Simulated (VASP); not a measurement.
CuO: single point with PBE

The system is CuO.

```
CELL_PARAMETERS angstrom
-2.34185 1.71130 0.00000
0.85003 0.00000 -5.05787
-2.34185 -5.13390 0.00000
ATOMIC_POSITIONS crystal
Cu 0.24800 0.00060 0.24330
Cu 0.74800 0.00060 0.74330
Cu 0.99800 0.50060 0.49330
Cu 0.49800 0.50060 0.99330
O 0.70720 0.75060 0.28410
O 0.20720 0.75060 0.78410
O 0.78880 0.25060 0.20250
O 0.30482 0.24579 0.75612
```

```
Program             : VASP 6.6.1
Task                : single point
Functional          : PBE
Potentials or basis : VASP PAW PBE potentials, release 64 (Cu, O)
Cutoff              : 520 eV
k mesh              : 4 × 3 × 2
Occupations         : fermi-dirac, width 0.05 eV
Spin                : no spin polarisation
```

```json
{
  "Pressure": "9.7 GPa",
  "Largest force": "2.660 eV/Å",
  "Band gap on the k mesh": "zero (bands 34 and 35 overlap by 0.37 eV)"
}
```

Forces on the atoms (eV/Å):
```
Cu  -0.035  0.067 -0.035
Cu  -0.094 -0.446  0.418
Cu  -0.402 -0.231  0.421
Cu  -1.111 -1.345 -1.619
O    0.162  0.260 -0.152
O    0.149  0.402  0.298
O   -0.379 -0.627 -0.011
O    1.711  1.919  0.680
```

Stress tensor (GPa, compression positive):
```
 8.20  1.24  2.10
 1.24  9.90  2.47
 2.10  2.47 11.02
```

Levels at points of the mesh, in eV from the Fermi level:
| k point | band 30 | band 31 | band 32 | band 33 | band 34 | band 35 | band 36 | band 37 | band 38 | band 39 |
| --- | --- | --- | --- | --- | --- | --- | --- | --- | --- | --- |
| (0.00, 0.00, 0.00) | -1.59 | -1.54 | -1.46 | 0.05 | 0.16 | 0.29 | 0.92 | 1.71 | 4.49 | 5.70 |
| (0.50, 0.00, 0.00) | -1.75 | -1.36 | -1.18 | -1.01 | -0.84 | 0.49 | 0.89 | 4.72 | 5.41 | 6.05 |
| (0.00, 0.00, 0.50) | -1.77 | -1.66 | -1.58 | -0.19 | 0.00 | 0.48 | 0.69 | 3.33 | 3.82 | 6.04 |
| (0.50, 0.00, 0.50) | -1.58 | -1.45 | -1.25 | -0.77 | -0.12 | 0.30 | 1.10 | 3.14 | 4.68 | 6.07 |

Wall time 2.4 min on 1 thread of AMD EPYC 7R13, with other jobs on the host, peak memory 0.18 GiB.

Caveat: the k points lie up to 0.57 Å⁻¹ apart; semilocal functionals often make such compounds metallic where correlation or magnetic order opens a gap, which also shifts bond lengths; forces of over 1 eV/Å act on the atoms, so gaps and moduli don't describe the material at rest. With open d or f shells a metallic result of PBE can be an artefact of self-interaction; +U or a hybrid may open a gap.
